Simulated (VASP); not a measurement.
CaSiH6:

```
CELL_PARAMETERS angstrom
4.99877 0.00000 0.00000
2.38713 4.45053 0.00000
0.02016 2.71984 4.67307
ATOMIC_POSITIONS crystal
Ca 0.00000 0.00000 0.00000
Si 0.50000 0.00000 0.50000
H 0.75479 0.85823 0.24593
H 0.24521 0.14177 0.75407
H 0.59266 0.52612 0.73621
H 0.40734 0.47388 0.26379
H 0.11302 0.13087 0.24914
H 0.88698 0.86913 0.75086
```

- Program: VASP 6.6.1
- Task: relaxation of cell and atoms
- Functional: PBEsol
- Potentials or basis: VASP PAW PBE potentials, release 64 (Ca_sv, Si, H)
- Cutoff: 600 eV
- k mesh: 6 × 6 × 4
- Occupations: fermi-dirac, width 0.03 eV
- Spin: no spin polarisation

At the start: pressure -8.3 GPa; volume 13.00 Å³/atom.

**Question.** Where does the relaxation end?

**Answer.** Over 23 steps the energy falls by 517.4 meV/atom and the volume is 8.86 Å³/atom (-31.9 %); space group P-1 (No. 2, to 0.1 Å) before and after.

Step by step:
```tsv
step	energy change (eV)	largest force (eV/Å)	pressure (GPa)	volume (Å³)
1	0.0000	3.0076	-8.27	103.96
2	-2.4534	2.1736	-6.96	94.17
3	-3.6289	1.1031	6.80	80.19
4	-3.7771	0.6108	-0.02	84.62
5	-3.8060	0.3509	1.56	83.40
6	-3.8052	0.3460	2.10	83.01
7	-3.8491	0.2649	0.87	84.65
8	-3.8693	0.2329	-0.55	86.80
9	-3.8873	0.1445	-0.83	86.67
10	-3.9068	0.2567	-1.49	86.32
11	-3.9175	0.2678	-1.40	85.78
12	-3.9484	0.2988	-1.15	84.16
13	-4.0041	0.3435	-0.68	80.98
14	-4.0853	0.3543	0.24	74.88
15	-4.0071	0.3758	3.06	63.59
16	-4.1006	0.3591	1.12	71.85
17	-4.1196	0.3348	-1.26	71.10
18	-4.1278	0.1514	-0.45	71.37
19	-4.1369	0.0821	0.15	70.65
20	-4.1369	0.0759	0.21	70.58
21	-4.1388	0.0248	0.06	70.74
22	-4.1388	0.0268	0.04	70.75
23	-4.1394	0.0097	-0.02	70.85
```

Final structure:
```
Ca Si H
1.0
     4.47000    0.08126   -0.02546
     2.20750    3.87806    0.05735
     0.03879    2.41759    4.17363
Ca Si H
1 1 6
Direct
  0.00000 0.00000 0.00000
  0.50000 0.00000 0.50000
  0.66002 0.81331 0.27583
  0.33998 0.18669 0.72417
  0.47756 0.62099 0.72630
  0.52244 0.37901 0.27370
  0.09631 0.24357 0.28071
  0.90369 0.75643 0.71929
```

Caveat: the volume moved by over 15 % at a fixed basis, so the end points are rough; the PAW data sets were made with another functional, which shifts forces and pressure a little.
